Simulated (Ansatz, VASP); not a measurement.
# One calculation of ScB2P3, two programs

The input INCAR:

```
SYSTEM = ScB2P3
  ALGO = Normal
  EDIFF = 1E-6
  ENCUT = 520
  GGA = PE
  ISIF = 2
  ISMEAR = 0
  LASPH = .True.
  LCHARG = .True.
  LELF = .True.
  LREAL = .False.
  LVHAR = .True.
  LWAVE = .False.
  NBANDS = 25
  NELM = 60
  PREC = Accurate
  SIGMA = 0.1
```

File KPOINTS:

```
k-points
0
Gamma
  6 6 6
  0 0 0
```

File POSCAR:

```
ScB2P3
1.0
    5.2363599400      0.0000000000      0.0000000000
   -2.6181799700      4.5348207300      0.0000000000
    0.0000000000      0.0000000000      3.6778597900
Sc B P
1 2 3
Direct
    0.0000000000      0.0000000000      0.8888130200
    0.6666666700      0.3333333300      0.9631379800
    0.3333333300      0.6666666700      0.9631379800
    0.5000000000      0.5000000000      0.4595159900
    0.5000000000      0.0000000000      0.4595159900
    0.0000000000      0.5000000000      0.4595159900
```

Input for Ansatz:

```yaml
crystal:
  lattice:
    - [5.23635994, 0.0, 0.0]
    - [-2.61817997, 4.53482073, 0.0]
    - [0.0, 0.0, 3.67785979]
  atoms:
    - { symbol: Sc, position: [0.0, 0.0, 0.88881302] }
    - { symbol: B, position: [0.66666667, 0.33333333, 0.96313798] }
    - { symbol: B, position: [0.33333333, 0.66666667, 0.96313798] }
    - { symbol: P, position: [0.5, 0.5, 0.45951599] }
    - { symbol: P, position: [0.5, 0.0, 0.45951599] }
    - { symbol: P, position: [0.0, 0.5, 0.45951599] }
basis:
  ecutwfc: 420
kpoints:
  mp_grid: { grid: [6, 6, 6] }
hamiltonian:
  xc: pbe
scf:
  occupations: { method: gaussian, width: 0.1 }
  lower_state_search: "off"
output:
  forces: true
  stress: true
  eigenvalues: true
```

Change from the starting cell: species swapped into the ErCo3Ge2 type (P6mm, No. 183).

Alike in both runs: task single point; functional PBE; k mesh 6 × 6 × 6; occupations gaussian, width 0.1 eV; no spin polarisation.

|  | VASP | Ansatz |
| --- | --- | --- |
| version | VASP 6.6.1 | Ansatz 0.2.0 |
| potentials or method | VASP PAW PBE potentials, release 64 (Sc_sv, B, P), cutoff 520 eV | scalar-relativistic, plane waves, PAW |
| valence electrons in the cell | 32 | 32 |

```tsv
	VASP	Ansatz	Ansatz less VASP
gap on the k mesh at the Fermi level (eV)	none	none	-
pressure (GPa)	-11.8	-11.8	+0.04
traceless stress, the component that is largest in VASP (GPa)	-11.61	-11.61	+0.001
rms of the force components (eV/Å)	0.039	0.040	+0.0005
```

Atom by atom the forces differ by 0.001 eV/Å (rms over components). A gap of «none» marks a metal or a gap that the smearing closes. The functional is the same, so the differences come from potentials, cutoffs and numerics.
